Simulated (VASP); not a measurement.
A run of VASP 6.6.1 is set up as follows.

The input INCAR:

```
SYSTEM = CuP3
PREC     = Accurate       ! precision mode
ENCUT    = 520            ! plane-wave cutoff, eV
EDIFF    = 1E-7           ! SCF threshold, eV
ISMEAR   = 0              ! smearing method
SIGMA    = 0.1            ! smearing width, eV
LREAL    = .False.        ! projectors in reciprocal space
LASPH    = .True.         ! aspherical terms in the spheres
NELM     = 60             ! most SCF steps
ALGO     = Normal         ! electronic algorithm
ISIF     = 2              ! what is computed and relaxed
LWAVE    = .False.        ! write WAVECAR
LCHARG   = .False.        ! write CHGCAR
GGA      = PE             ! functional
NBANDS   = 21             ! bands
```

File KPOINTS:

```
Automatic mesh
0
Gamma
  4 4 4
  0 0 0
```

The input POSCAR:

```
CuP3
1.0
    3.8589390256      0.0000000000      0.0000000000
    0.0000000000      3.8589390256      0.0000000000
    0.0000000000      0.0000000000      3.8589390256
Cu P
1 3
Direct
    0.0000000000      0.0000000000      0.0000000000
    0.0000000000      0.5000000000      0.5000000000
    0.5000000000      0.0000000000      0.5000000000
    0.5000000000      0.5000000000      0.0000000000
```

Potentials or basis: VASP PAW PBE potentials, release 64 (Cu, P).

Launch:

```console
$ cat potpaw_PBE.64/Cu/POTCAR potpaw_PBE.64/P/POTCAR > POTCAR
$ mpirun -np 1 vasp_std > vasp.out
```

(1) Estimate the band gap on the k mesh.

(2) What does it give for the pressure?

## Answers

(1) zero (bands 13 and 14 overlap by 2.22 eV).

(2) -0.3 GPa.

Caveat: the k points lie up to 0.41 Å⁻¹ apart, too coarse for converged energies and pressures of a metal.
